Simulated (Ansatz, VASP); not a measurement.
## CaCo: VASP beside Ansatz

Contents of INCAR:

```
PREC = Accurate ; ENCUT = 520
EDIFF = 1E-6 ; ISMEAR = -1
SIGMA = 0.05 ; LREAL = F
LASPH = T ; NELM = 150
ALGO = Normal ; ISIF = 2
LWAVE = F ; LCHARG = F
ISPIN = 2 ; MAGMOM = 0 2
LORBIT = 11 ; LMAXMIX = 4
GGA = PE ; NBANDS = 20
```

KPOINTS

```
Automatic mesh
0
Gamma
  9 9 9
```

The input POSCAR:

```
CaCo
1.0
    0.0000000000      2.5692257500      2.5692257500
    2.5692257500      0.0000000000      2.5692257500
    2.5692257500      2.5692257500      0.0000000000
Ca Co
1 1
Direct
    0.5000000000      0.5000000000      0.5000000000
    0.0000000000      0.0000000000      0.0000000000
```

The input input.yaml:

```yaml
crystal:
  lattice:
    - [0.0, 2.56922575, 2.56922575]
    - [2.56922575, 0.0, 2.56922575]
    - [2.56922575, 2.56922575, 0.0]
  atoms:
    - { symbol: Ca, position: [0.5, 0.5, 0.5] }
    - { symbol: Co, position: [0.0, 0.0, 0.0], spin: 2.0 }
kpoints:
  mp_grid: { grid: [9, 9, 9] }
scf:
  occupations: { method: fermi_dirac, width: 0.05 }
hamiltonian:
  xc: pbe
  pseudopotentials: { kind: all_electron, lapw: { basis_error: 0.0005 } }
magnetization:
  spin_polarized: true
output:
  forces: true
  stress: true
  eigenvalues: true
```

Alike in both runs: task single point; functional PBE; k mesh 9 × 9 × 9; occupations fermi-dirac, width 0.05 eV; collinear spin.

|  | VASP | Ansatz |
| --- | --- | --- |
| version | VASP 6.6.1 | Ansatz 0.2.0 |
| potentials or method | VASP PAW PBE potentials, release 64 (Ca_sv, Co), cutoff 520 eV | all-electron LAPW, scalar-relativistic |

Ansatz gave:

- gap on the k mesh at the Fermi level (eV): none
- pressure (GPa): 21.6
- net moment per atom (μB): 0.50
- size of the moment on the site where the two differ most (μB): 1.16

What did VASP give for the same quantities?

gap on the k mesh at the Fermi level (eV): none; pressure (GPa): 21.7; net moment per atom (μB): 0.50; size of the moment on the site where the two differ most (μB): 1.14.

Site moments also hang on the region over which each program counts them. A gap of «none» marks a metal or a gap that the smearing closes. Ansatz ran all-electron here, and VASP with PAW potentials.
